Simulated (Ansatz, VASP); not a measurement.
## P in VASP and in Ansatz

File INCAR:

```
ALGO = Normal
EDIFF = 1E-6
ENCUT = 500
GGA = PS
GGA_COMPAT = F
ISIF = 2
ISMEAR = -1
LASPH = T
LCHARG = T
LELF = T
LREAL = F
LVHAR = T
LWAVE = F
NBANDS = 8
NELM = 120
PREC = Accurate
SIGMA = 0.08
```

Contents of KPOINTS:

```
k-points
0
Gamma
  10 10 9
```

File POSCAR:

```
P
1.0
    4.3567085816      0.0000000000      0.0000000000
    0.0000000000      4.3567085816      0.0000000000
    0.0000000000      0.0000000000      4.4638649366
P
1
Direct
    0.0000000000      0.0000000000      0.0000000000
```

Input for Ansatz:

```yaml
crystal:
  lattice:
    - [4.3567085816, 0.0, 0.0]
    - [0.0, 4.3567085816, 0.0]
    - [0.0, 0.0, 4.4638649366]
  atoms:
    - { symbol: P, position: [0.0, 0.0, 0.0] }
kpoints:
  mp_grid: { grid: [10, 10, 9] }
  band_path:
    path:
      - [0.0, 0.0, 0.0]
      - [0.0, 0.5, 0.0]
      - [0.5, 0.5, 0.0]
      - [0.0, 0.0, 0.0]
      - [0.0, 0.0, 0.5]
      - [0.0, 0.5, 0.5]
      - [0.5, 0.5, 0.5]
      - [0.0, 0.0, 0.5]
      - [0.0, 0.5, 0.0]
    npoints: 5
scf:
  occupations: { method: fermi_dirac, width: 0.08 }
hamiltonian:
  xc: pbesol
  pseudopotentials: { kind: all_electron, lapw: { basis_error: 0.00025 } }
output:
  forces: true
  stress: true
  eigenvalues: true
```

Change from the starting cell: volume scaled by 1.06.

Alike in both runs: task single point; functional PBEsol; k mesh 10 × 10 × 9; occupations fermi-dirac, width 0.08 eV; no spin polarisation.

|  | VASP | Ansatz |
| --- | --- | --- |
| version | VASP 6.6.1 | Ansatz 0.2.0 |
| potentials or method | VASP PAW PBE potentials, release 64 (P), cutoff 500 eV | all-electron LAPW, scalar-relativistic |

|  | VASP | Ansatz | Ansatz less VASP |
| --- | --- | --- | --- |
| pressure (GPa) | -3.3 | -3.3 | +0.01 |
| traceless stress, the component that is largest in VASP (GPa) | 0.29 | 0.29 | 0.000 |

VASP's potentials were made for PBE, not for PBEsol. Ansatz ran all-electron here, and VASP with PAW potentials.
